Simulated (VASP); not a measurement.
Here is a VASP 6.6.1 calculation.

INCAR

```
PREC     = Accurate       # precision mode
ENCUT    = 520            # plane-wave cutoff, eV
EDIFF    = 1E-6           # SCF threshold, eV
ISMEAR   = 0              # smearing method
SIGMA    = 0.1            # smearing width, eV
LREAL    = False          # projectors in reciprocal space
LASPH    = True           # aspherical terms in the spheres
NELM     = 80             # most SCF steps
ALGO     = Normal         # electronic algorithm
ISIF     = 2              # what is computed and relaxed
LWAVE    = False          # write WAVECAR
LCHARG   = True           # write CHGCAR
GGA      = PE             # functional
LELF     = True           # ELF
LVHAR    = True         
NBANDS   = 26             # bands
```

Contents of KPOINTS:

```
Automatic mesh
0
Gamma
  6 6 2
```

Contents of POSCAR:

```
BeTe
1.0
    3.7301770078      0.0000000024      0.0000000000
   -1.8650885060      3.2304280482      0.0000000000
    0.0000000000      0.0000000000     13.1459660701
Be Te
4 4
Direct
    0.0000000000      0.0000000000      0.0000000000
    0.0000000000      0.0000000000      0.5000000000
    0.3333333333      0.6666666667      0.2500000000
    0.6666666667      0.3333333333      0.7500000000
    0.3333333333      0.6666666667      0.6195034129
    0.6666666667      0.3333333333      0.1195034129
    0.6666666667      0.3333333333      0.3804965871
    0.3333333333      0.6666666667      0.8804965871
```

Potentials or basis: VASP PAW PBE potentials, release 64 (Be, Te).

The run is started by

```sh
$ cat potpaw_PBE.64/Be/POTCAR potpaw_PBE.64/Te/POTCAR > POTCAR
$ mpirun -np 1 vasp_std > vasp.out
```

(1) What does it give for the band gap on the k mesh?

(2) Estimate the pressure.

## Answers

(1) zero (bands 16 and 17 overlap by 1.01 eV).

(2) 0.0 GPa.

Caveat: spin-orbit coupling is left out, which moves the levels of the heavy elements.
